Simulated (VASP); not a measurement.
Set up this calculation in VASP 6.6.1, as the native input.

- Task: single point
- Functional: LDA
- Potentials or basis: VASP PAW LDA potentials, release 64 (Te, Sn_d)
- Cutoff: 520 eV
- k mesh: 6 × 6 × 6
- Occupations: gaussian, width 0.025 eV
- Spin: no spin polarisation
- Dipole correction: no
- Further INCAR settings: ALGO = Normal; EDIFF = 1e-06; NBANDS = 17

The structure of SnTe lies in POSCAR:

```
SnTe
1.0
    0.0000000000      3.6111460000      3.6111460000
    3.6111460000      0.0000000000      3.6111460000
    3.6111460000      3.6111460000      0.0000000000
Te Sn
1 1
Direct
    0.2500000000      0.2500000000      0.2500000000
    0.0000000000      0.0000000000      0.0000000000
```

The input as run:

INCAR

```
SYSTEM = SnTe
  ALGO = Normal
  EDIFF = 1E-6
  ENCUT = 520
  GGA = CA
  ISIF = 2
  ISMEAR = 0
  LASPH = .True.
  LCHARG = .False.
  LREAL = .False.
  LWAVE = .False.
  NBANDS = 17
  NELM = 100
  PREC = Accurate
  SIGMA = 0.025
```

KPOINTS

```
k-points
0
Gamma
  6 6 6
  0 0 0
```

Potentials or basis: VASP PAW LDA potentials, release 64 (Te, Sn_d).

The run is started by

```sh
$ cat potpaw_LDA.64/Te/POTCAR potpaw_LDA.64/Sn_d/POTCAR > POTCAR
$ mpirun -np 1 vasp_std > vasp.out
```

It gave:

- Pressure: -2.1 GPa
- Band gap on the k mesh: 0.19 eV, indirect (least direct gap 0.72 eV)

Caveat: spin-orbit coupling is left out, which moves the levels of the heavy elements.

Run time: 14 s on 1 thread of Intel(R) Xeon(R) Platinum 8488C (Sapphire Rapids), with other jobs on the host, peak memory 0.2 GiB.
